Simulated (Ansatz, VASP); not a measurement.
# Two plane-wave programs on HfH3

```
Hf H
1.0
     3.08455    0.00000    0.00000
     0.00000    3.08455    0.00000
     0.00000    0.00000    3.08455
Hf H
1 3
Direct
  0.00000 0.00000 0.03000
  0.00000 0.50000 0.50000
  0.50000 0.00000 0.50000
  0.50000 0.50000 0.00000
```

Alike in both runs: task single point; functional PBEsol; dispersion D3(BJ); k mesh 5 × 5 × 5; occupations fermi-dirac, width 0.05 eV; no spin polarisation.

```csv
,VASP,Ansatz
version,VASP 6.6.1,Ansatz 0.2.0
potentials or method,"VASP PAW PBE potentials, release 64 (Hf_pv, H), cutoff 520 eV","plane waves, PAW"
valence electrons in the cell,13,29
```

Ansatz gave:

| Item | Value |
| --- | --- |
| rms of the force components (eV/Å) | 0.175 |

Question: Which values does VASP return?

Answer: rms of the force components (eV/Å): 0.177.

VASP's potentials were made for PBE, not for PBEsol. Atom by atom the forces differ by 0.002 eV/Å (rms over components). VASP's potentials hold 13 valence electrons a cell and Ansatz's 29, so a difference there can come from the potentials and not from the codes.

The k mesh is coarse, so the values compare programs but aren't converged. Neither program's run includes spin-orbit coupling.
